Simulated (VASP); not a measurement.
Set up this calculation in VASP 6.6.1, as the native input.

| Quantity | Value |
| --- | --- |
| Task | single point |
| Functional | PBE |
| Potentials or basis | VASP PAW PBE potentials, release 64 (Be, Zn, Te) |
| Cutoff | 520 eV |
| k mesh | 8 × 8 × 4 |
| Occupations | gaussian, width 0.02 eV |
| Spin | no spin polarisation |
| Dipole correction | no |
| Further INCAR settings | ALGO = Normal; EDIFF = 1e-06; NBANDS = 31 |

The structure of Be3ZnTe4 lies in POSCAR:

```
Be3ZnTe4
1.0
    4.0849839218      0.0000000000      0.0000000000
    0.0000000000      4.0849839218      0.0000000000
    0.0000000000      0.0000000000     11.6567355805
Be Zn Te
3 1 4
Direct
    0.0000000000      0.0000000000      0.0000000000
    0.5000000000      0.5000000000      0.2395778196
    0.5000000000      0.5000000000      0.7604221804
    0.0000000000      0.0000000000      0.5000000000
    0.5000000000      0.0000000000      0.1196241532
    0.0000000000      0.5000000000      0.3577198292
    0.5000000000      0.0000000000      0.6422801708
    0.0000000000      0.5000000000      0.8803758468
```

One way to write it, as run:

INCAR

```
SYSTEM = Be3ZnTe4
PREC = Accurate
ENCUT = 520
EDIFF = 1E-6
ISMEAR = 0
SIGMA = 0.02
LREAL = .FALSE.
LASPH = .TRUE.
NELM = 60
ALGO = Normal
ISIF = 2
LWAVE = .FALSE.
LCHARG = .FALSE.
GGA = PE
NBANDS = 31
```

KPOINTS

```
Automatic mesh
0
G
  8 8 4
  0 0 0
```

Potentials or basis: VASP PAW PBE potentials, release 64 (Be, Zn, Te).

Run with:

```console
$ cat potpaw_PBE.64/Be/POTCAR potpaw_PBE.64/Zn/POTCAR potpaw_PBE.64/Te/POTCAR > POTCAR
$ mpirun -np 1 vasp_std > vasp.out
```

Results of the run:

* Pressure: 0.1 GPa
* Band gap on the k mesh: 1.95 eV, indirect (least direct gap 1.96 eV)

Caveat: spin-orbit coupling is left out, which moves the levels of the heavy elements.

Run time: 7.8 min on 1 thread of Intel Xeon 8259CL (shared host), peak memory 0.42 GiB.
